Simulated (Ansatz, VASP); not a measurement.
## WSe2: VASP beside Ansatz

```
W Se
1.0
     3.31534    0.00000    0.00000
    -1.65767    2.87117    0.00000
     0.00000    0.00000    6.51920
W Se
1 2
Direct
  0.00000 0.00000 0.00000
  0.33333 0.66667 0.25717
  0.66667 0.33333 0.74283
```

Alike in both runs: task single point; functional r2SCAN; k mesh 6 × 6 × 4; occupations tetrahedron; no spin polarisation.

|  | VASP | Ansatz |
| --- | --- | --- |
| version | VASP 6.6.1 | Ansatz 0.2.0 |
| potentials or method | VASP PAW PBE potentials, release 64 (W_sv, Se) | plane waves |
| plane-wave cutoff (eV) | 520 | 500 |
| valence electrons in the cell | 26 | 46 |

|  | VASP | Ansatz | Ansatz less VASP |
| --- | --- | --- | --- |
| pressure (GPa) | 1.5 | 1.3 | -0.26 |
| traceless stress, the component that is largest in VASP (GPa) | 0.21 | 0.28 | +0.062 |
| rms of the force components (eV/Å) | 0.002 | 0.014 | +0.0125 |

VASP's potentials were made for PBE, not for r2SCAN. Atom by atom the forces differ by 0.012 eV/Å (rms over components). VASP's potentials hold 26 valence electrons a cell and Ansatz's 46, so a difference there can come from the potentials and not from the codes. Ansatz's warnings: band table not solved further, tetrahedron derivatives may miss energy slope.

The k mesh is coarse, so the values compare programs but aren't converged. Neither program's run includes spin-orbit coupling.
